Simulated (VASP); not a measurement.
**Ni: single point with PBEsol**

Ni:

```
CELL_PARAMETERS angstrom
2.37808 0.00000 0.00000
-1.18904 2.05948 0.00000
0.00000 0.00000 7.79048
ATOMIC_POSITIONS crystal
Ni 0.00000 0.00000 0.00000
Ni 0.00000 0.00000 0.50000
Ni 0.33333 0.66667 0.25000
Ni 0.66667 0.33333 0.75000
```

This isn't the form of Ni at room conditions, which is fcc.

```json
{"Program": "VASP 6.6.1", "Task": "single point", "Functional": "PBEsol", "Potentials or basis": "VASP PAW PBE potentials, release 64 (Ni)", "Cutoff": "520 eV", "k mesh": "17 × 17 × 5", "Occupations": "fermi-dirac, width 0.1 eV", "Spin": "no spin polarisation"}
```

```json
{"Pressure": "23.2 GPa", "Band gap on the k mesh": "zero (bands 20 and 21 overlap by 0.69 eV)"}
```

Levels at points of the mesh, in eV from the Fermi level:
```csv
k point,band 16,band 17,band 18,band 19,band 20,band 21,band 22,band 23,band 24,band 25
"(0.00, 0.00, 0.00)",-1.17,-1.17,-0.82,-0.82,-0.53,-0.53,-0.50,-0.10,-0.10,6.96
```

It took 58 s on 1 thread of Intel(R) Xeon(R) 6975P-C (Granite Rapids), with other jobs on the host, peak memory 0.2 GiB.

Caveat: the cell stands under pressure; the PAW data sets were made with another functional, which shifts forces and pressure a little; the run has no spin polarisation, though such a crystal can be magnetic. Spin polarisation is off, so any magnetic state and its effect on volume and gap are missing.
